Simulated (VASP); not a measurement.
Wanted: the native input for a VASP 6.6.1 run.

```
Task                   : single point
Functional             : PBE
Potentials or basis    : VASP PAW PBE potentials, release 64 (Ga_d, As)
Cutoff                 : 520 eV
k mesh                 : 11 × 11 × 11
Occupations            : fermi-dirac, width 0.05 eV
Spin                   : no spin polarisation
Dipole correction      : no
Further INCAR settings : ALGO = Normal; EDIFF = 1e-06; NBANDS = 16
```

The structure of GaAs lies in POSCAR:

```
GaAs
1.0
    0.0000000000      2.7696338872      2.7696338872
    2.7696338872      0.0000000000      2.7696338872
    2.7696338872      2.7696338872      0.0000000000
Ga As
1 1
Direct
    0.0000000000      0.0000000000      0.0000000000
    0.7500000000      0.7500000000      0.7500000000
```

This cell differs from its parent crystal: volume scaled by 0.9405.

One way to write it, as run:

INCAR

```
PREC     = Accurate       # precision mode
ENCUT    = 520            # plane-wave cutoff, eV
EDIFF    = 1E-6           # SCF threshold, eV
ISMEAR   = -1             # smearing method
SIGMA    = 0.05           # smearing width, eV
LREAL    = F              # projectors in reciprocal space
LASPH    = T              # aspherical terms in the spheres
NELM     = 100            # most SCF steps
ALGO     = Normal         # electronic algorithm
ISIF     = 2              # what is computed and relaxed
LWAVE    = F              # write WAVECAR
LCHARG   = F              # write CHGCAR
GGA      = PE             # functional
NBANDS   = 16             # bands
```

KPOINTS

```
Automatic mesh
0
Gamma
  11 11 11
```

Potentials or basis: VASP PAW PBE potentials, release 64 (Ga_d, As).

Command:

```console
$ cat potpaw_PBE.64/Ga_d/POTCAR potpaw_PBE.64/As/POTCAR > POTCAR
$ mpirun -np 1 vasp_std > vasp.out
```

Results of the run:

```
Pressure               : 8.9 GPa
Band gap on the k mesh : 0.99 eV, direct
```

Run time: 19 s on 1 thread of Intel(R) Xeon(R) 6975P-C (Granite Rapids) (shared host), peak memory 0.18 GiB.
